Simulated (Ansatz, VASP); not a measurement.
## Two plane-wave programs on Mg

```
Mg
1.0
     3.08793    0.00000    0.00000
    -1.54397    2.67423    0.00000
     0.00000    0.00000    5.01304
Mg
2
Direct
  0.33333 0.66667 0.25000
  0.66667 0.33333 0.75000
```

Alike in both runs: task single point; functional PBEsol; k mesh 19 × 19 × 10; occupations fermi-dirac, width 0.1 eV; no spin polarisation.

|  | VASP | Ansatz |
| --- | --- | --- |
| version | VASP 6.6.1 | Ansatz 0.2.0 |
| potentials or method | VASP PAW PBE potentials, release 64 (Mg), cutoff 520 eV | plane waves (420 eV) with PAW, scalar-relativistic |
| valence electrons in the cell | 4 | 20 |

```csv
,VASP,Ansatz,Ansatz less VASP
pressure (GPa),3.8,3.8,+0.01
"traceless stress, the component that is largest in VASP (GPa)",-0.07,-0.07,+0.005
```

VASP's potentials were made for PBE, not for PBEsol, and Ansatz warns of the same on its side. VASP's potentials hold 4 valence electrons a cell and Ansatz's 20, so a difference there can come from the potentials and not from the codes.
